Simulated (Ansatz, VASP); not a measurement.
**Two plane-wave programs on KF**

The input INCAR:

```
SYSTEM = KF
PREC = Accurate
ENCUT = 600
EDIFF = 1E-6
ISMEAR = 0
SIGMA = 0.01
LREAL = .FALSE.
LASPH = .TRUE.
NELM = 120
ALGO = Normal
ISIF = 2
LWAVE = .FALSE.
LCHARG = .FALSE.
GGA = PE
NBANDS = 15
GGA_COMPAT = .FALSE.
```

File KPOINTS:

```
Automatic mesh
0
G
  8 8 8
  0 0 0
```

POSCAR

```
KF
1.0
    0.0000000000      2.7103322708      2.7103322708
    2.7103322708      0.0000000000      2.7103322708
    2.7103322708      2.7103322708      0.0000000000
K F
1 1
Direct
    0.0000000000      0.0000000000      0.0000000000
    0.5000000000      0.5000000000      0.5000000000
```

Input for Ansatz:

```yaml
crystal:
  lattice:
    - [0.0, 2.7103322427, 2.7103322427]
    - [2.7103322427, 0.0, 2.7103322427]
    - [2.7103322427, 2.7103322427, 0.0]
  atoms:
    - { symbol: K, position: [0.0, 0.0, 0.0] }
    - { symbol: F, position: [0.5, 0.5, 0.5] }
basis:
  ecutwfc: 420
  xc_grid: 2
kpoints:
  mp_grid: { grid: [8, 8, 8] }
  band_path: { path: [VBM, CBM], npoints: 2 }
hamiltonian:
  xc: pbe
scf:
  occupations: { method: gaussian, width: 0.01 }
output:
  forces: true
  stress: true
  eigenvalues: true
```

Alike in both runs: task single point; functional PBE; k mesh 8 × 8 × 8; occupations gaussian, width 0.01 eV; no spin polarisation.

|  | VASP | Ansatz |
| --- | --- | --- |
| version | VASP 6.6.1 | Ansatz 0.2.0 |
| potentials or method | VASP PAW PBE potentials, release 64 (K_sv, F), cutoff 600 eV | scalar-relativistic, plane waves, PAW |
| valence electrons in the cell | 16 | 16 |

|  | VASP | Ansatz | Ansatz less VASP |
| --- | --- | --- | --- |
| gap on the k mesh at the Fermi level (eV) | 5.95 | 5.96 | +0.013 |
| least direct gap on the mesh (eV) | 5.95 | 5.96 | +0.013 |
| pressure (GPa) | 0.0 | 0.0 | +0.02 |
